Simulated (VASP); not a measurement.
NaCl: single point with PBE

NaCl:

```xyz
2
Lattice="0.0000 2.8027 2.8027 2.8588 0.0000 2.8027 2.8588 2.8027 0.0000" Properties=species:S:1:pos:R:3 pbc="T T T"
Na    0.0000    0.0000    0.0000
Cl    2.8588    2.8027    2.8027
```

This cell differs from its parent crystal: uniaxial x strain +2.0%.

```
Program             : VASP 6.6.1
Task                : single point
Functional          : PBE
Potentials or basis : VASP PAW PBE potentials, release 64 (Na_pv, Cl)
Cutoff              : 520 eV
k mesh              : 4 × 4 × 4
Occupations         : gaussian, width 0.01 eV
Spin                : no spin polarisation
```

| Quantity | Value |
| --- | --- |
| Pressure | 0.7 GPa |
| Band gap on the k mesh | 5.09 eV, direct |

Stress tensor (GPa, compression positive):
```
0.19 0.00 0.00
0.00 1.00 0.00
0.00 0.00 1.00
```

Levels at points of the mesh, in eV from the valence-band top:
```tsv
k point	band 5	band 6	band 7	band 8	band 9	band 10
(0.00, 0.00, 0.00)	-0.01	-0.01	0.00	5.09	11.01	11.16
(0.50, 0.00, 0.00)	-1.93	-0.28	-0.26	7.26	10.60	10.86
(0.50, 0.50, 0.00)	-1.66	-0.65	-0.59	7.52	8.05	11.36
(0.00, 0.50, 0.50)	-1.67	-0.58	-0.58	7.53	8.12	11.17
```

Run time: 7.7 s on 1 thread of Intel(R) Xeon(R) 6975P-C (Granite Rapids), with other jobs on the host, peak memory 0.15 GiB.

Caveat: the k points lie up to 0.48 Å⁻¹ apart; the cell differs from its parent crystal (uniaxial x strain +2.0%).
